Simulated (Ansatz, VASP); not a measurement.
## Two plane-wave programs on KCl

Contents of INCAR:

```
ALGO = Normal
EDIFF = 1E-6
ENCUT = 520
GGA = PE
ISIF = 2
ISMEAR = 0
LASPH = T
LCHARG = F
LREAL = F
LWAVE = F
NBANDS = 15
NELM = 100
PREC = Accurate
SIGMA = 0.05
```

The input KPOINTS:

```
k-points
0
Gamma
  6 6 6
```

The input POSCAR:

```
KCl
1.0
    3.7240201200      0.0000000000      0.0000000000
    0.0000000000      3.7240201200      0.0000000000
    0.0000000000      0.0000000000      3.7816080600
K Cl
1 1
Direct
    0.0000000000      0.0000000000      0.0000000000
    0.5000000000      0.5000000000      0.5000000000
```

Input for Ansatz:

```yaml
crystal:
  lattice:
    - [3.72402012, 0.0, 0.0]
    - [0.0, 3.72402012, 0.0]
    - [0.0, 0.0, 3.78160806]
  atoms:
    - { symbol: K, position: [0.0, 0.0, 0.0] }
    - { symbol: Cl, position: [0.5, 0.5, 0.5] }
basis:
  ecutwfc: 420
kpoints:
  mp_grid: { grid: [6, 6, 6] }
hamiltonian:
  xc: pbe
scf:
  occupations: { method: gaussian, width: 0.05 }
output:
  forces: true
  stress: true
  eigenvalues: true
```

Change from the starting cell: strain -0.030 along x and y, -0.015 along z, atoms carried along.

Alike in both runs: task single point; functional PBE; k mesh 6 × 6 × 6; occupations gaussian, width 0.05 eV; no spin polarisation.

|  | VASP | Ansatz |
| --- | --- | --- |
| version | VASP 6.6.1 | Ansatz 0.2.0 |
| potentials or method | VASP PAW PBE potentials, release 64 (K_sv, Cl), cutoff 520 eV | scalar-relativistic, plane waves, PAW |
| valence electrons in the cell | 16 | 16 |

```csv
,VASP,Ansatz,Ansatz less VASP
gap on the k mesh at the Fermi level (eV),5.10,5.11,+0.002
least direct gap on the mesh (eV),5.32,5.32,+0.001
pressure (GPa),1.7,1.6,-0.03
"traceless stress, the component that is largest in VASP (GPa)",-0.48,-0.48,-0.001
```
